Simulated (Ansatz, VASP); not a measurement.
**Cu in VASP and in Ansatz**

File INCAR:

```
SYSTEM = Cu
ALGO = Fast
EDIFF = 1E-6
ENCUT = 520
GGA = PS
ISIF = 2
ISMEAR = 0
LASPH = .True.
LCHARG = .True.
LELF = .True.
LREAL = .False.
LVHAR = .True.
LWAVE = .False.
NBANDS = 12
NELM = 100
PREC = Accurate
SIGMA = 0.15
```

KPOINTS

```
k-points
0
Gamma
  24 24 24
  0 0 0
```

File POSCAR:

```
Cu
1.0
   -1.4427933200      1.4427933200      1.4448855225
    1.4427933200     -1.4427933200      1.4448855225
    1.4427933200      1.4427933200     -1.4448855225
Cu
1
Direct
    0.0000000000      0.0000000000      0.0000000000
```

Input for Ansatz:

```yaml
crystal:
  lattice:
    - [-1.44279332, 1.44279332, 1.4448855225]
    - [1.44279332, -1.44279332, 1.4448855225]
    - [1.44279332, 1.44279332, -1.4448855225]
  atoms:
    - { symbol: Cu, position: [0.0, 0.0, 0.0] }
basis:
  ecutwfc: 420
kpoints:
  mp_grid: { grid: [24, 24, 24] }
hamiltonian:
  xc: pbesol
scf:
  occupations: { method: gaussian, width: 0.15 }
output:
  forces: true
  stress: true
  eigenvalues: true
```

Change from the starting cell: strain +0.000 along x and y, +0.050 along z, atoms carried along.

Alike in both runs: task single point; functional PBEsol; k mesh 24 × 24 × 24; occupations gaussian, width 0.15 eV; no spin polarisation.

|  | VASP | Ansatz |
| --- | --- | --- |
| version | VASP 6.6.1 | Ansatz 0.2.0 |
| potentials or method | VASP PAW PBE potentials, release 64 (Cu), cutoff 520 eV | scalar-relativistic, plane waves, PAW |
| valence electrons in the cell | 11 | 19 |

Ansatz gave:

| Quantity | Value |
| --- | --- |
| gap on the k mesh at the Fermi level (eV) | none |
| pressure (GPa) | -8.3 |

Task: Which values does VASP return?

Result: gap on the k mesh at the Fermi level (eV): none; pressure (GPa): -7.7.

VASP's potentials were made for PBE, not for PBEsol. A gap of «none» marks a metal or a gap that the smearing closes. The functional is the same, so the differences come from potentials, cutoffs and numerics. VASP's potentials hold 11 valence electrons a cell and Ansatz's 19, so a difference there can come from the potentials and not from the codes.
